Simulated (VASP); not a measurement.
# Nb (Im-3m) in VASP: notebook

Aim: see how the results for Nb move with the level of theory and the settings. Levels: PBE, PBE+D3(BJ). Tasks: single point.

All numbers are computed with VASP 6.6.1; they aren't measurements. Logs are shortened: lines on timing, memory, paths and dates and some standing lists are left out, and cuts for length are marked.

## Step 1: The cell of the first run

Symmetry: Im-3m, No. 229, cubic system. Conventional cell: a = 3.209 Å, b = 3.209 Å, c = 3.209 Å, α = 90.00°, β = 90.00°, γ = 90.00°. Nb (site symmetry m-3m) has 14 Nb at 2.78 to 3.21 Å within 3.7 Å.

## Step 2: Single point, PBE (16.52 Å³/atom)

INCAR

```
SYSTEM = Nb
PREC = Accurate
ENCUT = 520
EDIFF = 1E-6
ISMEAR = 0
SIGMA = 0.1
LREAL = .FALSE.
LASPH = .TRUE.
NELM = 60
ALGO = Normal
ISIF = 2
LWAVE = .FALSE.
LCHARG = .FALSE.
GGA = PE
NBANDS = 12
```

KPOINTS

```
regular mesh
0
G
  18 18 18
  0 0 0
```

POSCAR

```
Nb
1.0
   -1.6043219711      1.6043219711      1.6043219711
    1.6043219711     -1.6043219711      1.6043219711
    1.6043219711      1.6043219711     -1.6043219711
Nb
1
Direct
    0.0000000000      0.0000000000      0.0000000000
```

Potentials or basis: VASP PAW PBE potentials, release 64 (Nb_sv).

On the command line:

```console
cat potpaw_PBE.64/Nb_sv/POTCAR > POTCAR
mpirun -np 1 vasp_std > vasp.out
```

OUTCAR:

```text
SYSTEM = Nb
   PREC = Accurate
   ENCUT = 520
   EDIFF = 1E-6
   ISMEAR = 0
   LREAL = .FALSE.
   LASPH = .TRUE.
   NELM = 60
   ISIF = 2
   GGA = PE

 ion  position               nearest neighbor table
   1  0.000  0.000  0.000-

  LATTYP: Found a body centered cubic cell.
 ALAT       =     3.2086439422

  Lattice vectors:

 A1 = (  -1.6043219711,   1.6043219711,   1.6043219711)
 A2 = (   1.6043219711,  -1.6043219711,   1.6043219711)
 A3 = (   1.6043219711,   1.6043219711,  -1.6043219711)

Analysis of symmetry for initial positions (statically):
=====================================================================
 Subroutine PRICEL returns:
 Original cell was already a primitive cell.

 Routine SETGRP: Setting up the symmetry group for a
 body centered cubic supercell.

 Subroutine GETGRP returns: Found 48 space group operations
 (whereof 48 operations were pure point group operations)
 out of a pool of 48 trial point group operations.

The static configuration has the point symmetry O_h .

Analysis of symmetry for dynamics (positions and initial velocities):
=====================================================================
 Subroutine PRICEL returns:
 Original cell was already a primitive cell.

 Routine SETGRP: Setting up the symmetry group for a
 body centered cubic supercell.

 Subroutine GETGRP returns: Found 48 space group operations
 (whereof 48 operations were pure point group operations)
 out of a pool of 48 trial point group operations.

The dynamic configuration has the point symmetry O_h .

 Subroutine INISYM returns: Found 48 space group operations
 (whereof 48 operations are pure point group operations),
 and found     1 'primitive' translations

----------------------------------------------------------------------------------------

                                     Primitive cell

  volume of cell :      16.5171

  direct lattice vectors                    reciprocal lattice vectors
    -1.604321971  1.604321971  1.604321971     0.000000000  0.311658139  0.311658139
     1.604321971 -1.604321971  1.604321971     0.311658139  0.000000000  0.311658139
     1.604321971  1.604321971 -1.604321971     0.311658139  0.311658139  0.000000000

  length of vectors
     2.778767166  2.778767166  2.778767166     0.440751167  0.440751167  0.440751167

  position of ions in fractional coordinates (direct lattice)
     0.000000000  0.000000000  0.000000000

  ion indices of the primitive-cell ions
   primitive index   ion index
[... 76 lines left out ...]
   NSW    =      0    number of steps for IOM
   IBRION =     -1    ionic relax: 0-MD 1-quasi-New 2-CG
   NFREE  =      0    steps in history (QN), initial steepest desc. (CG)
   ISIF   =      2    stress and relaxation
   ISYM   =      2    0-nonsym 1-usesym 2-fastsym
   POTIM  = 0.5000    time-step for ionic-motion
   TEBEG  =    0.0;   TEEND  =   0.0 temperature during run
   PSTRESS=    0.0 pullay stress
   NELECT =      13.0000    total number of electrons
   NUPDOWN=      -1.0000    fix difference up-down
   EMIN   =  10.00;   EMAX   =-10.00  energy-range for DOS
   EFERMI =   0.00;   METHOD = LEGACY
   ISMEAR =     0;   SIGMA  =   0.10  broadening in eV -4-tet -1-fermi 0-gaus
   EFERMI_NEDOS =   21; number of points for ismear=-14 and -15
   IALGO  =     38    algorithm
   IMIX   =      4    mixing-type and parameters
     AMIX     =   0.40;   BMIX     =  1.00
     AMIX_MAG =   1.60;   BMIX_MAG =  1.00
  volume/ion in A,a.u.               =      16.52       111.46
  Fermi-wavevector in a.u.,A,eV,Ry     =   1.511510  2.856340 31.084729  2.284663
  Thomas-Fermi vector in A             =   2.621558
   LORBIT       =      0    0 simple, 1 ext, 2 COOP (PROOUT), +10 PAW based schemes
   GGA     = PE    functional components
   LHFCALC =     F    Hartree Fock is set to
   AEXX    =    0.0000 exact exchange contribution
   IVDW    =     0    specifies the selected vdW correction
   LEPSILON=     F    determine dielectric tensor
   LRPA    =     F    only Hartree local field effects (RPA)
 non-spin polarized calculation
 Gauss-broadening in eV      SIGMA  =   0.10
  energy-cutoff  :      520.00
  volume of cell :       16.52
 maximum number of plane-waves:       466
 NGX is ok and might be reduce to    24
   NGX = 11   NGY = 11   NGZ = 11

 number of electron      12.9999999 magnetization

 Free energy of the ion-electron system (eV)
  ---------------------------------------------------
  ext. energy  EPLUGINS =         0.00000000
  ---------------------------------------------------
  free energy    TOTEN  =       -10.13278138 eV

  energy without entropy =      -10.12545899  energy(sigma->0) =      -10.12912018

 E-fermi :  12.4455     XC(G=0): -12.9541

 val. band max:       12.4443738211   @ k =   0.2778   0.1111   0.0000
 cond. band min:      12.4473603914   @ k =   0.2778   0.0000   0.0000
 fundamental gap:      0.0029865703
 Fermi energy:        12.4455181944

 k-point     1 :       0.0000    0.0000    0.0000
  band No.  band energies     occupation
      1     -41.8428      2.00000
      2     -16.9250      2.00000
      3     -16.9250      2.00000
      4     -16.9250      2.00000
      5       6.3530      2.00000
      6      12.7669      0.00001
      7      12.7669      0.00001
      8      12.7669      0.00001
      9      15.9731      0.00000
     10      15.9731      0.00000
     11      26.8831      0.00000
     12      26.8831      0.00000
[... 331 lines left out ...]
 k-point    24 :       0.3889    0.1111    0.0000
  band No.  band energies     occupation
      1     -41.4966      2.00000
      2     -18.5848      2.00000
      3     -17.5285      2.00000
      4     -17.0225      2.00000
      5       8.7782      2.00000
      6      10.6624      2.00000
      7      13.8280      0.00000
      8      15.8913      0.00000
      9      17.1389      0.00000
     10      19.9272      0.00000
     11      25.1494      0.00000
     12      25.9336      0.00000

 [... further k-points ...]
[... 5 lines left out ...]
  --------------------------------------------------------------------------------------
  -------------------------------------------------------------------------------------
  Total        1.8960944      1.8960944      1.8960944      0.0000000     -0.0000000      0.0000000
  in kB      183.9229622    183.9229622    183.9229622      0.0000000     -0.0000000      0.0000000
  external PRESSURE =     183.9229622 kB  Pullay stress =       0.0000000 kB

 VOLUME and BASIS-vectors are now :
 -----------------------------------------------------------------------------
  energy-cutoff  :      520.00
  volume of cell :       16.52
      direct lattice vectors                 reciprocal lattice vectors
    -1.604321971  1.604321971  1.604321971     0.000000000  0.311658139  0.311658139
     1.604321971 -1.604321971  1.604321971     0.311658139  0.000000000  0.311658139
     1.604321971  1.604321971 -1.604321971     0.311658139  0.311658139  0.000000000

 POSITION                                       TOTAL-FORCE (eV/Angst)
 -----------------------------------------------------------------------------------
      0.00000      0.00000      0.00000         0.000000      0.000000      0.000000
 -----------------------------------------------------------------------------------
    total drift:                               -0.000000      0.000000     -0.000000

  FREE ENERGIE OF THE ION-ELECTRON SYSTEM (eV)
  ---------------------------------------------------
  free  energy   TOTEN  =       -10.1327813775 eV

  energy  without entropy=      -10.1254589861  energy(sigma->0) =      -10.12912018
```

OSZICAR:

```text
N       E                     dE             d eps       ncg     rms          rms(c)
DAV:   1     0.117900195747E+03    0.11790E+03   -0.73637E+03  4728   0.110E+03
DAV:   2    -0.575176610431E+01   -0.12365E+03   -0.11897E+03  4960   0.394E+02
DAV:   3    -0.101671532603E+02   -0.44154E+01   -0.42159E+01  6724   0.657E+01
DAV:   4    -0.104627744717E+02   -0.29562E+00   -0.29329E+00  6536   0.147E+01
DAV:   5    -0.104728368427E+02   -0.10062E-01   -0.10060E-01  6688   0.236E+00    0.811E+00
DAV:   6    -0.101584219076E+02    0.31441E+00   -0.50174E-01  7552   0.923E+00    0.298E+00
DAV:   7    -0.101260148707E+02    0.32407E-01   -0.16819E-01  7736   0.534E+00    0.936E-01
DAV:   8    -0.101327143445E+02   -0.66995E-02   -0.13253E-02  5424   0.154E+00    0.364E-02
DAV:   9    -0.101327723639E+02   -0.58019E-04   -0.10982E-03  7032   0.278E-01    0.514E-02
DAV:  10    -0.101327912027E+02   -0.18839E-04   -0.45257E-05  5620   0.836E-02    0.243E-02
DAV:  11    -0.101327817135E+02    0.94892E-05   -0.80664E-06  6268   0.501E-02    0.491E-03
DAV:  12    -0.101327813775E+02    0.33599E-06   -0.35836E-07  3444   0.713E-03
   1 F= -.10132781E+02 E0= -.10129120E+02  d E =-.732239E-02
```

It took 38 s on 1 thread of Intel Xeon 8259CL, shared host; peak memory 0.17 GiB.

What came out:

```yaml
Free_energy: -10.1328 eV
Pressure: 18.4 GPa
Band_gap_on_the_k_mesh: zero (an odd number of electrons rules out a gap without spin polarisation)
```

Caveat: the cell stands under pressure.

## Step 3: Single point, PBE (17.06 Å³/atom)

This run uses another cell than the first one, of 17.06 Å³/atom.

INCAR

```
SYSTEM = Nb
  PREC = Accurate
  ENCUT = 520
  EDIFF = 1E-6
  ISMEAR = 0
  SIGMA = 0.1
  LREAL = .False.
  LASPH = .True.
  NELM = 100
  ALGO = Normal
  ISIF = 2
  LWAVE = .False.
  LCHARG = .False.
  GGA = PE
  NBANDS = 12
```

KPOINTS

```
regular mesh
0
Gamma
  18 18 18
  0 0 0
```

POSCAR

```
Nb
1.0
   -1.6217616197      1.6217616197      1.6217616197
    1.6217616197     -1.6217616197      1.6217616197
    1.6217616197      1.6217616197     -1.6217616197
Nb
1
Direct
    0.0000000000      0.0000000000      0.0000000000
```

Potentials or basis: VASP PAW PBE potentials, release 64 (Nb_sv).

On the command line:

```console
cat potpaw_PBE.64/Nb_sv/POTCAR > POTCAR
mpirun -np 1 vasp_std > vasp.out
```

OUTCAR:

```text
SYSTEM = Nb
   PREC = Accurate
   ENCUT = 520
   EDIFF = 1E-6
   ISMEAR = 0
   LREAL = .False.
   LASPH = .True.
   NELM = 100
   ISIF = 2
   GGA = PE

 ion  position               nearest neighbor table
   1  0.000  0.000  0.000-

  LATTYP: Found a body centered cubic cell.
 ALAT       =     3.2435232394

  Lattice vectors:

 A1 = (  -1.6217616197,   1.6217616197,   1.6217616197)
 A2 = (   1.6217616197,  -1.6217616197,   1.6217616197)
 A3 = (   1.6217616197,   1.6217616197,  -1.6217616197)

Analysis of symmetry for initial positions (statically):
=====================================================================
 Subroutine PRICEL returns:
 Original cell was already a primitive cell.

 Routine SETGRP: Setting up the symmetry group for a
 body centered cubic supercell.

 Subroutine GETGRP returns: Found 48 space group operations
 (whereof 48 operations were pure point group operations)
 out of a pool of 48 trial point group operations.

The static configuration has the point symmetry O_h .

Analysis of symmetry for dynamics (positions and initial velocities):
[... 160 lines left out ...]
 val. band max:       11.9408372292   @ k =   0.2778   0.0000   0.0000
 cond. band min:      11.9688030175   @ k =   0.2778   0.1111   0.1111
 fundamental gap:      0.0279657883
 Fermi energy:        11.9503569047

 k-point     1 :       0.0000    0.0000    0.0000
  band No.  band energies     occupation
      1     -42.3536      2.00000
      2     -17.5234      2.00000
      3     -17.5234      2.00000
      4     -17.5234      2.00000
      5       5.9162      2.00000
      6      12.3005      0.00000
      7      12.3005      0.00000
      8      12.3005      0.00000
      9      15.3935      0.00000
     10      15.3935      0.00000
     11      26.3195      0.00000
     12      26.3195      0.00000
[... 331 lines left out ...]
 k-point    24 :       0.3889    0.1111    0.0000
  band No.  band energies     occupation
      1     -42.0489      2.00000
      2     -19.0274      2.00000
      3     -18.0719      2.00000
      4     -17.6102      2.00000
      5       8.4202      2.00000
      6      10.2780      2.00000
      7      13.2339      0.00000
      8      15.2982      0.00000
      9      16.4804      0.00000
     10      19.1528      0.00000
     11      24.4302      0.00000
     12      25.0298      0.00000

 [... further k-points ...]
[... 5 lines left out ...]
  --------------------------------------------------------------------------------------
  -------------------------------------------------------------------------------------
  Total        1.2020130      1.2020130      1.2020130     -0.0000000      0.0000000     -0.0000000
  in kB      112.8752467    112.8752467    112.8752467     -0.0000000      0.0000000     -0.0000000
  external PRESSURE =     112.8752467 kB  Pullay stress =       0.0000000 kB

 VOLUME and BASIS-vectors are now :
 -----------------------------------------------------------------------------
  energy-cutoff  :      520.00
  volume of cell :       17.06
      direct lattice vectors                 reciprocal lattice vectors
    -1.621761620  1.621761620  1.621761620     0.000000000  0.308306717  0.308306717
     1.621761620 -1.621761620  1.621761620     0.308306717  0.000000000  0.308306717
     1.621761620  1.621761620 -1.621761620     0.308306717  0.308306717  0.000000000

 POSITION                                       TOTAL-FORCE (eV/Angst)
 -----------------------------------------------------------------------------------
      0.00000      0.00000      0.00000        -0.000000     -0.000000     -0.000000
 -----------------------------------------------------------------------------------
    total drift:                                0.000000      0.000000      0.000000

  FREE ENERGIE OF THE ION-ELECTRON SYSTEM (eV)
  ---------------------------------------------------
  free  energy   TOTEN  =       -10.1834445470 eV

  energy  without entropy=      -10.1758784981  energy(sigma->0) =      -10.17966152
```

OSZICAR:

```text
N       E                     dE             d eps       ncg     rms          rms(c)
DAV:   1     0.119525213116E+03    0.11953E+03   -0.72971E+03  4696   0.109E+03
DAV:   2    -0.566639167062E+01   -0.12519E+03   -0.12053E+03  5024   0.395E+02
DAV:   3    -0.102616945684E+02   -0.45953E+01   -0.43792E+01  6688   0.666E+01
DAV:   4    -0.105433989556E+02   -0.28170E+00   -0.27975E+00  6584   0.150E+01
DAV:   5    -0.105542591540E+02   -0.10860E-01   -0.10855E-01  6724   0.233E+00    0.771E+00
DAV:   6    -0.102138207174E+02    0.34044E+00   -0.53441E-01  7580   0.945E+00    0.278E+00
DAV:   7    -0.101771491455E+02    0.36672E-01   -0.17219E-01  7740   0.535E+00    0.940E-01
DAV:   8    -0.101833797618E+02   -0.62306E-02   -0.13014E-02  5492   0.152E+00    0.359E-02
DAV:   9    -0.101834354013E+02   -0.55640E-04   -0.10341E-03  7080   0.273E-01    0.479E-02
DAV:  10    -0.101834534687E+02   -0.18067E-04   -0.38158E-05  5580   0.778E-02    0.213E-02
DAV:  11    -0.101834449402E+02    0.85285E-05   -0.70121E-06  6128   0.465E-02    0.388E-03
DAV:  12    -0.101834445470E+02    0.39319E-06   -0.31563E-07  3356   0.725E-03
   1 F= -.10183445E+02 E0= -.10179662E+02  d E =-.756605E-02
```

Wall time 38 s (1 thread of Intel Xeon 8259CL, shared host); peak memory 0.16 GiB.

What came out:

```
Free energy            : -10.1834 eV
Pressure               : 11.3 GPa
Band gap on the k mesh : zero (an odd number of electrons rules out a gap without spin polarisation)
```

Levels at points of the mesh, in eV from the Fermi level:
| k point | band 4 | band 5 | band 6 | band 7 | band 8 | band 9 |
| --- | --- | --- | --- | --- | --- | --- |
| (0.00, 0.00, 0.00) | -29.47 | -6.03 | 0.35 | 0.35 | 0.35 | 3.44 |
| (0.50, 0.00, 0.00) | -29.49 | -3.95 | -1.82 | 2.57 | 3.51 | 4.24 |
| (0.50, 0.50, 0.50) | -30.56 | -4.04 | -4.04 | 5.99 | 5.99 | 5.99 |

Caveat: the cell stands under pressure.

[end of part 1 of 2]
